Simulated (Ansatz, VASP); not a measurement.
# MoS2 in VASP and in Ansatz

File INCAR:

```
SYSTEM = MoS2
AGGAC = 1.0 ; AGGAX = 1.0
ALDAC = 0.0 ; ALDAX = 1.0
ALGO = Normal ; EDIFF = 1E-7
ENCUT = 520 ; GGA = B5
ISIF = 2 ; ISMEAR = -1
IVDW = 12 ; LASPH = .True.
LCHARG = .True. ; LELF = .True.
LREAL = .False. ; LVHAR = .True.
LWAVE = .False. ; NBANDS = 20
NELM = 80 ; PREC = Accurate
SIGMA = 0.05 ; VDW_A1 = 0.4298
VDW_A2 = 4.2359 ; VDW_S6 = 1.0
VDW_S8 = 2.6996
```

KPOINTS

```
k-points
0
Gamma
  9 9 4
  0 0 0
```

Contents of POSCAR:

```
MoS2
1.0
    3.1615794509      0.0000000000      0.0000000000
   -1.5807897255      2.7380081205      0.0000000000
    0.0000000000      0.0000000000      6.1836112739
Mo S
1 2
Direct
    0.0000000000      0.0000000000      0.5000000000
    0.6666666667      0.3333333333      0.7446806800
    0.3333333333      0.6666666667      0.2553193200
```

The input input.yaml:

```yaml
crystal:
  lattice:
    - [3.1615794509, 0.0, 0.0]
    - [-1.5807897255, 2.7380081205, 0.0]
    - [0.0, 0.0, 6.1836112739]
  atoms:
    - { symbol: Mo, position: [0.0, 0.0, 0.5] }
    - { symbol: S, position: [0.6666666667, 0.3333333333, 0.74468068] }
    - { symbol: S, position: [0.3333333333, 0.6666666667, 0.25531932] }
hamiltonian:
  xc: blyp
  pseudopotentials: { kind: paw }
  dispersion: d3bj
kpoints:
  mp_grid: { grid: [9, 9, 4] }
scf:
  occupations: { method: fermi_dirac, width: 0.05 }
output:
  forces: true
  stress: true
  eigenvalues: true
```

Alike in both runs: task single point; functional BLYP; dispersion D3(BJ); k mesh 9 × 9 × 4; occupations fermi-dirac, width 0.05 eV; no spin polarisation.

```csv
,VASP,Ansatz
version,VASP 6.6.1,Ansatz 0.2.0
potentials or method,"VASP PAW PBE potentials, release 64 (Mo_sv, S)",Ansatz PAW
plane-wave cutoff (eV),520,420
valence electrons in the cell,26,26
```

VASP gave:

| Item | Value |
| --- | --- |
| gap on the k mesh at the Fermi level (eV) | none |
| pressure (GPa) | 9.6 |
| traceless stress, the component that is largest in VASP (GPa) | 0.65 |
| rms of the force components (eV/Å) | 0.826 |

**Question.** Which values does Ansatz return?

**Answer.** gap on the k mesh at the Fermi level (eV): none; pressure (GPa): 9.5; traceless stress, the component that is largest in VASP (GPa): 0.64; rms of the force components (eV/Å): 0.821.

VASP's potentials were made for PBE, not for BLYP. Atom by atom the forces differ by 0.005 eV/Å (rms over components). A gap of «none» marks a metal or a gap that the smearing closes.
